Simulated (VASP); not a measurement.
A run of VASP 6.6.1 is set up as follows.

File INCAR:

```
SYSTEM = Ba8Ti8O23
PREC = Accurate ; ENCUT = 520
EDIFF = 1E-7 ; ISMEAR = 0
SIGMA = 0.02 ; LREAL = Auto
LASPH = .True. ; NELM = 100
ALGO = Normal ; ISIF = 2
LWAVE = .False. ; LCHARG = .False.
GGA = PE ; IVDW = 12
NBANDS = 182 ; NELECT = 312.0
LUSENCCL = .False.
```

Contents of KPOINTS:

```
Automatic mesh
0
Gamma
  2 2 2
  0 0 0
```

Contents of POSCAR:

```
Ba8Ti8O23
1.0
    7.9800000000      0.0000000000      0.0000000000
    0.0000000000      5.6690000000      5.6820000000
    0.0000000000     -5.6690000000      5.6820000000
Ba Ti O
8 8 23
Direct
    0.0052302005     -0.0028536589     -0.0057783369
    0.0054974937     -0.0005974314      0.5054187972
    0.0074258145      0.5024455553     -0.0050383043
    0.0067592732      0.5009802164      0.5030433669
    0.4912355890     -0.0019906085     -0.0046618027
    0.4930783208      0.0009762254      0.5050665412
    0.4901250627      0.5031790221     -0.0042369243
    0.4912428571      0.5045864083      0.5048984562
    0.2589307018      0.2576566737      0.2553151672
    0.2418849624      0.2552275189      0.7548025762
    0.2410344612      0.7546112165      0.2563908954
    0.2419645363      0.7564582952      0.7564531796
    0.7592364662      0.2287243060      0.2413387000
    0.7446828321      0.2664056812      0.7667778809
    0.7459048872      0.7707778053      0.2598563024
    0.7424617794      0.7583427866      0.7604637956
   -0.0051745614      0.2435415142      0.2329440543
    0.2493723058      0.2414720493      0.4881360112
    0.2490200501      0.4897937418      0.2424797534
   -0.0019438596      0.2441793867      0.7390601417
    0.2487129073      0.2420867382      0.9841103755
    0.2518858396      0.4904250548      0.7461694542
   -0.0044652882      0.7347922737      0.2433770329
    0.2517357143      0.7483304304      0.4891757294
    0.2483591479      0.9843979594      0.2416740222
    0.0066828321      0.7453943818      0.7444901659
    0.2522296992      0.7450517207      0.9906860477
    0.2524447368      0.9917088808      0.7444225870
    0.4945071429      0.2426526926      0.2334066175
    0.7459523810      0.3225777574      0.4395288952
    0.5105598997      0.2447096488      0.7383674368
    0.7472406015      0.2653967197      0.9982180286
    0.7535591479      0.4941295723      0.7477095688
    0.5138007519      0.7330859727      0.2435479590
    0.7539317043      0.7380018714      0.4862890473
    0.7485719298      0.9988130303      0.2603302291
    0.5068375940      0.7459633313      0.7452482140
    0.7534764411      0.7415435299      0.9973378499
    0.7533377193      0.9931518763      0.7422347833
```

Potentials or basis: VASP PAW PBE potentials, release 64 (Ba_sv, Ti_sv, O).

Launch:

```sh
$ cat potpaw_PBE.64/Ba_sv/POTCAR potpaw_PBE.64/Ti_sv/POTCAR potpaw_PBE.64/O/POTCAR > POTCAR
$ mpirun -np 1 vasp_std > vasp.out
```

What does it give for the dispersion energy per atom?

-0.265 eV.

Predict the largest force.

0.796 eV/Å.

Forces on the atoms (eV/Å):
```
Ba  -0.065  0.022  0.011
Ba  -0.069  0.066 -0.022
Ba  -0.042 -0.016 -0.034
Ba   0.010  0.027 -0.016
Ba   0.079  0.021 -0.005
Ba   0.084  0.057 -0.028
Ba   0.053 -0.005 -0.044
Ba   0.006  0.030 -0.030
Ti  -0.042  0.032 -0.060
Ti   0.037  0.006 -0.068
Ti   0.024  0.003 -0.067
Ti   0.048  0.024 -0.043
Ti  -0.061  0.001  0.004
Ti   0.022  0.044 -0.119
Ti   0.037  0.037 -0.096
Ti   0.049  0.012 -0.065
O   -0.003  0.063  0.092
O    0.002  0.013  0.041
O    0.001  0.025  0.055
O   -0.009 -0.010  0.048
O    0.007 -0.024  0.073
O   -0.007  0.064  0.020
O   -0.031  0.022  0.011
O   -0.008 -0.002  0.035
O    0.005  0.062  0.075
O   -0.045  0.021 -0.003
O   -0.013  0.004  0.038
O   -0.012  0.038  0.035
O    0.090  0.058  0.092
O    0.005 -0.789 -0.099
O   -0.057 -0.014  0.053
O    0.001 -0.033  0.004
O   -0.008  0.054  0.072
O   -0.030  0.021  0.009
O   -0.004 -0.021 -0.008
O    0.008  0.069 -0.046
O   -0.043  0.022 -0.003
O   -0.006 -0.033  0.051
O   -0.011  0.028  0.039
```

Caveat: the cell carries a net charge on a neutralising background, which shifts energy and pressure.
